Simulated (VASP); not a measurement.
# Li (P6_3/mmc) in VASP: notebook, part 2 of 2

VASP 6.6.1.

## (4) Molecular dynamics, PBE+D3(BJ) (dynamics (nvt nose hoover) at 200 K, volume x 1.0, from the last frame before)

INCAR

```
PREC     = Accurate       # precision mode
ENCUT    = 520            # plane-wave cutoff, eV
EDIFF    = 1E-5           # SCF threshold, eV
ISMEAR   = -1             # smearing method
SIGMA    = 0.05           # smearing width, eV
LREAL    = Auto         
LASPH    = True           # aspherical terms in the spheres
NELM     = 100            # most SCF steps
ALGO     = Fast           # electronic algorithm
ISIF     = 2              # what is computed and relaxed
LWAVE    = False          # write WAVECAR
LCHARG   = False          # write CHGCAR
GGA      = PE             # functional
IVDW     = 12             # dispersion correction
NBANDS   = 42             # bands
IBRION   = 0              # ionic algorithm
NSW      = 40             # ionic steps
POTIM    = 3.0            # step
TEBEG    = 200.0        
TEEND    = 200.0        
ISYM     = 0            
NELMIN   = 4            
RANDOM_SEED= 37733 0 0    
MDALGO   = 2            
SMASS    = 0
```

KPOINTS

```
Automatic mesh
0
Gamma
  2 2 2
  0.5 0.5 0.5
```

POSCAR

```
Li
1.0
    0.0000000000      5.3884137890      5.0930000000
   -4.6665032274     -2.6942068945      5.0930000000
    4.6665032274     -2.6942068945      5.0930000000
Li
18
Direct
    0.3055555556      0.6388888889      0.3055555556
    0.6388888889      0.6388888889      0.9722222222
    0.3055555556      0.3055555556      0.6388888889
    0.3055555556      0.9722222222      0.9722222222
    0.6388888889      0.3055555556      0.3055555556
    0.9722222222      0.6388888889      0.6388888889
    0.9722222222      0.3055555556      0.9722222222
    0.6388888889      0.9722222222      0.6388888889
    0.9722222222      0.9722222222      0.3055555556
    0.3611111111      0.6944444444      0.6944444444
    0.6944444444      0.6944444444      0.3611111111
    0.3611111111      0.3611111111      0.0277777778
    0.3611111111      0.0277777778      0.3611111111
    0.6944444444      0.3611111111      0.6944444444
    0.0277777778      0.6944444444      0.0277777778
    0.0277777778      0.3611111111      0.3611111111
    0.6944444444      0.0277777778      0.0277777778
    0.0277777778      0.0277777778      0.6944444444
```

Potentials or basis: VASP PAW PBE potentials, release 64 (Li_sv).

On the command line:

```console
$ cat potpaw_PBE.64/Li_sv/POTCAR > POTCAR
$ mpirun -np 1 vasp_std > vasp.out
```

OUTCAR:

```text
PREC = Accurate
   ENCUT = 520
   EDIFF = 1E-5
   ISMEAR = -1
   LREAL = Auto
   LASPH = True
   NELM = 100
   ISIF = 2
   GGA = PE
   IVDW = 12
   IBRION = 0
   NSW = 40
   POTIM = 3.0
   TEBEG = 200.0
   ISYM = 0
   NELMIN = 4
 IVDW          = 12

 ion  position               nearest neighbor table
   1  0.306  0.639  0.306-
   2  0.639  0.639  0.972-
   3  0.306  0.306  0.639-
   4  0.306  0.972  0.972-
   5  0.639  0.306  0.306-
   6  0.972  0.639  0.639-
[... 10 lines left out ...]
  17  0.694  0.028  0.028-
  18  0.028  0.028  0.694-

IMPORTANT INFORMATION: All symmetrisations will be switched off!
NOSYMM: (Re-)initialisation of all symmetry stuff for point group C_1.

----------------------------------------------------------------------------------------

                                     Primitive cell

  volume of cell :     384.1912

  direct lattice vectors                    reciprocal lattice vectors
     0.000000000  5.388413789  5.093000000     0.000000000  0.123722248  0.065449310
    -4.666503227 -2.694206895  5.093000000    -0.107146610 -0.061861124  0.065449310
     4.666503227 -2.694206895  5.093000000     0.107146610 -0.061861124  0.065449310

  length of vectors
     7.414421903  7.414421903  7.414421903     0.139967163  0.139967163  0.139967163

  position of ions in fractional coordinates (direct lattice)
     0.305555556  0.638888889  0.305555556
     0.638888889  0.638888889  0.972222222
     0.305555556  0.305555556  0.638888889
     0.305555556  0.972222222  0.972222222
     0.638888889  0.305555556  0.305555556
     0.972222222  0.638888889  0.638888889
[... 10 lines left out ...]
     0.694444444  0.027777778  0.027777778
     0.027777778  0.027777778  0.694444444

  ion indices of the primitive-cell ions
   primitive index   ion index
                 1           1
                 2           2
                 3           3
                 4           4
                 5           5
                 6           6
[... 82 lines left out ...]
     AMIX     =   0.40;   BMIX     =  1.00
     AMIX_MAG =   1.60;   BMIX_MAG =  1.00
  volume/ion in A,a.u.               =      21.34       144.04
  Fermi-wavevector in a.u.,A,eV,Ry     =   0.851184  1.608505  9.857621  0.724515
  Thomas-Fermi vector in A             =   1.967278
   LORBIT       =      0    0 simple, 1 ext, 2 COOP (PROOUT), +10 PAW based schemes
   GGA     = PE    functional components
   LHFCALC =     F    Hartree Fock is set to
   AEXX    =    0.0000 exact exchange contribution
   IVDW    =    12    specifies the selected vdW correction
   LEPSILON=     F    determine dielectric tensor
   LRPA    =     F    only Hartree local field effects (RPA)
 molecular dynamics for ions
 non-spin polarized calculation
 RMM-DIIS sequential band-by-band and
  energy-cutoff  :      520.00
  volume of cell :      384.19
 maximum number of plane-waves:     10341
   NGX = 27   NGY = 27   NGZ = 27

--------------------------------------- Ionic step        1  -------------------------------------------

 number of electron      53.9999994 magnetization

 Free energy of the ion-electron system (eV)
  ---------------------------------------------------
  ext. energy  EPLUGINS =         0.00000000
  ---------------------------------------------------
  free energy    TOTEN  =       -33.61668215 eV

  energy without entropy =      -33.42309005  energy(sigma->0) =      -33.51988610

------------------------ aborting loop because EDIFF is reached ----------------------------------------

 Edisp (eV)   -2.89009

 E8    (eV) :    -1.2049
[... 179 lines left out ...]
  ENERGY OF THE ELECTRON-ION-THERMOSTAT SYSTEM (eV)
  ---------------------------------------------------
% ion-electron   TOTEN  =       -36.482036  see above
  kinetic energy EKIN   =         0.414767
  kin. lattice  EKIN_LAT=         0.000000  (temperature  188.75 K)
  nose potential ES     =        -0.000153
  nose kinetic   EPS    =         0.000004
  ---------------------------------------------------
  total energy   ETOTAL =       -36.067418 eV

[... ionic steps 4 to 37 ...]

--------------------------------------- Ionic step       38  -------------------------------------------

 number of electron      53.9999997 magnetization

------------------------ aborting loop because EDIFF is reached ----------------------------------------
[... 127 lines left out ...]
--------------------------------------- Ionic step       40  -------------------------------------------

 number of electron      54.0000004 magnetization

 Free energy of the ion-electron system (eV)
  ---------------------------------------------------
  ext. energy  EPLUGINS =         0.00000000
  ---------------------------------------------------
  free energy    TOTEN  =       -32.78448690 eV

  energy without entropy =      -32.65012674  energy(sigma->0) =      -32.71730682

 E-fermi :   0.6230     XC(G=0):  -6.9083

 val. band max:        0.5954480744   @ k =   0.2500  -0.2500   0.2500
 cond. band min:       0.6313901207   @ k =   0.2500  -0.2500   0.2500
 fundamental gap:      0.0359420463
 Fermi energy:         0.6229545767

 k-point     1 :       0.2500    0.2500    0.2500
  band No.  band energies     occupation
      1     -46.3849      2.00000
      2     -46.3356      2.00000
      3     -46.2937      2.00000
      4     -46.2914      2.00000
      5     -46.2874      2.00000
      6     -46.2776      2.00000
[... 157 lines left out ...]
     38       4.1411      0.00000
     39       4.4214      0.00000
 [bands above 39 left out]

------------------------ aborting loop because EDIFF is reached ----------------------------------------

 Edisp (eV)   -2.89457

 E8    (eV) :    -1.2086
[... 47 lines left out ...]
  ENERGY OF THE ELECTRON-ION-THERMOSTAT SYSTEM (eV)
  ---------------------------------------------------
% ion-electron   TOTEN  =       -35.679061  see above
  kinetic energy EKIN   =         0.906558
  kin. lattice  EKIN_LAT=         0.000000  (temperature  412.55 K)
  nose potential ES     =        -1.301376
  nose kinetic   EPS    =         0.006564
  ---------------------------------------------------
  total energy   ETOTAL =       -36.067315 eV
```

OSZICAR:

```text
[... 476 lines left out ...]
RMM:   5    -0.327841121259E+02   -0.42132E-03   -0.40550E-03   504   0.247E-01    0.585E-02
RMM:   6    -0.327842714007E+02   -0.15927E-03   -0.16007E-03   499   0.148E-01    0.640E-02
RMM:   7    -0.327843623086E+02   -0.90908E-04   -0.78576E-04   469   0.882E-02    0.837E-02
RMM:   8    -0.327843637913E+02   -0.14827E-05   -0.45233E-04   419   0.824E-02    0.381E-02
RMM:   9    -0.327845627734E+02   -0.19898E-03   -0.66524E-04   490   0.916E-02    0.143E-01
RMM:  10    -0.327844615120E+02    0.10126E-03   -0.21352E-04   389   0.702E-02    0.841E-02
RMM:  11    -0.327844826789E+02   -0.21167E-04   -0.15647E-04   323   0.438E-02    0.900E-02
RMM:  12    -0.327844869000E+02   -0.42211E-05   -0.88403E-05   317   0.324E-02
     40 T=   413. E= -.36067315E+02 F= -.35679061E+02 E0= -.35611881E+02  EK= 0.90656E+00 SP= -.13E+01 SK= 0.66E-02
```

CONTCAR:

```text
Li
   1.00000000000000
     0.0000000000000000    5.3884137890000003    5.0930000000000000
    -4.6665032273999998   -2.6942068945000002    5.0930000000000000
     4.6665032273999998   -2.6942068945000002    5.0930000000000000
  Li
    18
Direct
     0.2888232789514536    0.6314894569912601    0.3222137473051589
     0.6303165844558706    0.6627530227299677    0.9507828996567925
     0.2571093849779734    0.3326423748161769    0.6210985838501835
     0.3049909194041803    0.9779610116118482    0.9667924356261536
     0.6467249893431984    0.2769564024870712    0.2700372988698725
     0.9556983466392298    0.6349175460619252    0.6745651043167181
[... 10 lines left out ...]
     0.7771789266216866    0.0344125218114196   -0.0339777594525564
     0.0494298298921716    0.0371749635202888    0.6438266387895123

 -0.12966695E-01  0.96336284E-02 -0.48715965E-02
  0.20513055E-02  0.12282557E-01  0.40529145E-02
  0.16847554E-02 -0.11219882E-01  0.62302463E-02
  0.60349098E-02 -0.36726650E-02  0.16111832E-03
 -0.85959078E-02 -0.29343047E-02 -0.87311269E-02
  0.44374638E-02  0.13771117E-02  0.10556979E-01
[... 10 lines left out ...]
 -0.47061371E-02 -0.83024571E-02 -0.99741443E-02
  0.36042213E-02  0.48269803E-02 -0.10287788E-01

           1
   3.00000000000000
 -0.14601739E+01  0.27206565E-01  0.13573930E-01 -0.14805642E+01
  0.29144243E+00  0.63291310E+00  0.31530137E+00
  0.63567124E+00  0.66060999E+00  0.94995861E+00
  0.25416823E+00  0.33540635E+00  0.62494565E+00
  0.30365938E+00  0.97673437E+00  0.96944552E+00
  0.64392153E+00  0.27854969E+00  0.26610445E+00
  0.95828233E+00  0.63530844E+00  0.67780875E+00
[... 46 lines left out ...]
  0.00000000E+00  0.00000000E+00  0.00000000E+00
  0.00000000E+00  0.00000000E+00  0.00000000E+00
```

Run time: 46 min. Hardware: 1 thread of Intel Xeon Platinum 8259CL at 2.50GHz (Skylake/Cascade Lake), shared host; peak memory 0.54 GiB.

What came out:

```yaml
Dispersion_energy_per_atom: -0.161 eV
```

The path:
| step | potential energy change (eV) | largest force (eV/Å) | pressure (GPa) | volume (Å³) | temperature (K) |
| --- | --- | --- | --- | --- | --- |
| 1 | 0.0000 | 0.0063 | -1.85 | 384.19 | 200 |
| 2 | 0.0061 | 0.0528 | -1.85 | 384.19 | 197 |
| 3 | 0.0247 | 0.1087 | -1.89 | 384.19 | 189 |
| 4 | 0.0548 | 0.1658 | -1.81 | 384.19 | 175 |
| 5 | 0.0944 | 0.2210 | -1.80 | 384.19 | 158 |
| 6 | 0.1406 | 0.2757 | -1.77 | 384.19 | 139 |
| 7 | 0.1905 | 0.3224 | -1.73 | 384.19 | 119 |
| 8 | 0.2406 | 0.3608 | -1.69 | 384.19 | 99 |
| 9 | 0.2878 | 0.3976 | -1.68 | 384.19 | 81 |
| 10 | 0.3290 | 0.4278 | -1.66 | 384.19 | 67 |
| 11 | 0.3616 | 0.4478 | -1.65 | 384.19 | 56 |
| 12 | 0.3838 | 0.4534 | -1.64 | 384.19 | 51 |
| 13 | 0.3944 | 0.4480 | -1.64 | 384.19 | 51 |
| 14 | 0.3937 | 0.4312 | -1.66 | 384.19 | 59 |
| 15 | 0.3830 | 0.4040 | -1.68 | 384.19 | 73 |
| 16 | 0.3646 | 0.3662 | -1.71 | 384.19 | 94 |
| 17 | 0.3411 | 0.3152 | -1.74 | 384.19 | 124 |
| 18 | 0.3172 | 0.2568 | -1.77 | 384.19 | 160 |
| 19 | 0.2986 | 0.2328 | -1.80 | 384.19 | 202 |
| 20 | 0.2906 | 0.2248 | -1.83 | 384.19 | 247 |
| 21 | 0.2987 | 0.2188 | -1.83 | 384.19 | 291 |
| 22 | 0.3276 | 0.2672 | -1.81 | 384.19 | 330 |
| 23 | 0.3806 | 0.3212 | -1.81 | 384.19 | 358 |
| 24 | 0.4577 | 0.3751 | -1.75 | 384.19 | 371 |
| 25 | 0.5569 | 0.4482 | -1.67 | 384.19 | 368 |
| 26 | 0.6723 | 0.5127 | -1.60 | 384.19 | 348 |
| 27 | 0.7956 | 0.5784 | -1.51 | 384.19 | 316 |
| 28 | 0.9181 | 0.6398 | -1.43 | 384.19 | 277 |
| 29 | 1.0308 | 0.6926 | -1.35 | 384.19 | 239 |
| 30 | 1.1252 | 0.7372 | -1.28 | 384.19 | 205 |
| 31 | 1.1959 | 0.7872 | -1.23 | 384.19 | 181 |
| 32 | 1.2386 | 0.8253 | -1.21 | 384.19 | 170 |
| 33 | 1.2510 | 0.8493 | -1.20 | 384.19 | 172 |
| 34 | 1.2340 | 0.8596 | -1.21 | 384.19 | 189 |
| 35 | 1.1909 | 0.8568 | -1.24 | 384.19 | 219 |
| 36 | 1.1273 | 0.8267 | -1.30 | 384.19 | 259 |
| 37 | 1.0508 | 0.7803 | -1.38 | 384.19 | 305 |
| 38 | 0.9697 | 0.7139 | -1.41 | 384.19 | 351 |
| 39 | 0.8930 | 0.6365 | -1.47 | 384.19 | 389 |
| 40 | 0.8277 | 0.5542 | -1.47 | 384.19 | 413 |

Caveat: the k points lie up to 0.44 Å⁻¹ apart; the cell differs from its parent crystal (dynamics (nvt nose hoover) at 200 K, volume x 1.0, from the last frame before); the cutoff is under 1.25 times the usual one of these potentials, so pressure, stress and relaxed cells hold a basis-set (Pulay) error.

## (5) Overview

| task | smearing | gap on the mesh (eV) |
| --- | --- | --- |
| single point | gaussian 0.1 eV | none |
| single point | fermi-dirac 0.05 eV | none |
| molecular dynamics | fermi-dirac 0.05 eV | - |

Alike in all rows: level PBE+D3(BJ); potentials or basis VASP PAW PBE potentials, release 64 (Li_sv); no spin polarisation; cell as given; k mesh 2 × 2 × 2, shifted; cutoff (eV) 520.

Caveats: all runs use coarse meshes; the cutoff is under 1.25 times the usual one of these potentials, so pressure, stress and relaxed cells hold a basis-set (Pulay) error; pairwise dispersion overbinds metals, which lowers pressure and volume (some runs).

Total energies depend on the potentials used, so only differences within one code and one set of settings carry meaning.
